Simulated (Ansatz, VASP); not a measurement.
## Be4Ge3Pt: VASP beside Ansatz

```
CELL_PARAMETERS angstrom
4.99241 0.00000 0.00000
0.00000 4.99241 0.00000
0.00000 0.00000 4.99241
ATOMIC_POSITIONS crystal
Be 0.33285 0.33285 0.33285
Be 0.33285 0.66715 0.66715
Be 0.66715 0.66715 0.33285
Be 0.66715 0.33285 0.66715
Ge 0.50000 0.00000 0.00000
Ge 0.00000 0.50000 0.00000
Ge 0.00000 0.00000 0.50000
Pt 0.00000 0.00000 0.00000
```

Alike in both runs: functional PBE; k mesh 4 × 4 × 4; occupations gaussian, width 0.1 eV; no spin polarisation.

Ansatz relaxed the structure, and its values are those at the end. VASP's run is a single point on that final structure, the one shown.

```csv
,VASP,Ansatz
version,VASP 6.6.1,Ansatz 0.2.0
potentials or method,"VASP PAW PBE potentials, release 64 (Be, Ge_d, Pt), cutoff 520 eV","scalar-relativistic, plane waves, PAW"
valence electrons in the cell,60,68
```

```csv
,VASP,Ansatz,Ansatz less VASP
gap on the k mesh at the Fermi level (eV),none,none,-
pressure (GPa),0.1,0.1,-0.04
```

A gap of «none» marks a metal or a gap that the smearing closes. The functional is the same, so the differences come from potentials, cutoffs and numerics. VASP's potentials hold 60 valence electrons a cell and Ansatz's 68, so a difference there can come from the potentials and not from the codes.

Spin-orbit coupling is off throughout.
